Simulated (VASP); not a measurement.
Input of a VASP 6.6.1 run:

INCAR

```
  ALGO = Normal
  EDIFF = 1E-7
  ENCUT = 520
  GGA = PE
  ISIF = 2
  ISMEAR = 0
  LASPH = True
  LCHARG = False
  LREAL = False
  LWAVE = False
  NBANDS = 16
  NELM = 60
  PREC = Accurate
  SIGMA = 0.15
```

Contents of KPOINTS:

```
k-points
0
Gamma
  18 18 6
```

POSCAR

```
C
1.0
    1.2332770792     -2.1360444277      0.0000000000
    1.2332770792      2.1360444277      0.0000000000
    0.0000000000      0.0000000000      8.7070252276
C
4
Direct
    0.1832839303      0.8167160697      0.7110725863
    0.4833817211      0.5166182789      0.2889268819
    0.8167160697      0.1832839303      0.2889274137
    0.5166182789      0.4833817211      0.7110731181
```

Potentials or basis: VASP PAW PBE potentials, release 64 (C).

The run is started by

```sh
$ cat potpaw_PBE.64/C/POTCAR > POTCAR
$ mpirun -np 1 vasp_std > vasp.out
```

(1) What does it give for the pressure?

(2) Estimate the largest force.

Results:

(1) 0.4 GPa.

(2) 0.022 eV/Å.

Caveat: the cell differs from its parent crystal (atoms displaced along a vibrational mode); this functional lacks dispersion, which binds the layers, so the pressure and a relaxed spacing across them are unreliable.
